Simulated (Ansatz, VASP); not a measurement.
Ru: VASP beside Ansatz

```xyz
2
Lattice="2.7222 0.0000 0.0000 -1.3611 2.3575 0.0000 0.0000 0.0000 4.2973" Properties=species:S:1:pos:R:3 pbc="T T T"
Ru    0.0000    1.5717    1.0743
Ru    1.3611    0.7858    3.2230
```

Alike in both runs: functional PBE; k mesh 18 × 18 × 10; occupations fermi-dirac, width 0.15 eV; no spin polarisation.

Ansatz relaxed the structure, and its values are those at the end. VASP's run is a single point on that final structure, the one shown.

```csv
,VASP,Ansatz
version,VASP 6.6.1,Ansatz 0.2.0
potentials or method,"VASP PAW PBE potentials, release 64 (Ru_pv), cutoff 520 eV","scalar-relativistic, plane waves, PAW"
valence electrons in the cell,28,32
```

VASP gave:

```
gap on the k mesh at the Fermi level (eV) : none
pressure (GPa)                            : -0.1
```

What did Ansatz give for the same quantities?

gap on the k mesh at the Fermi level (eV): none; pressure (GPa): 0.0.

A gap of «none» marks a metal or a gap that the smearing closes. VASP's potentials hold 28 valence electrons a cell and Ansatz's 32, so a difference there can come from the potentials and not from the codes.
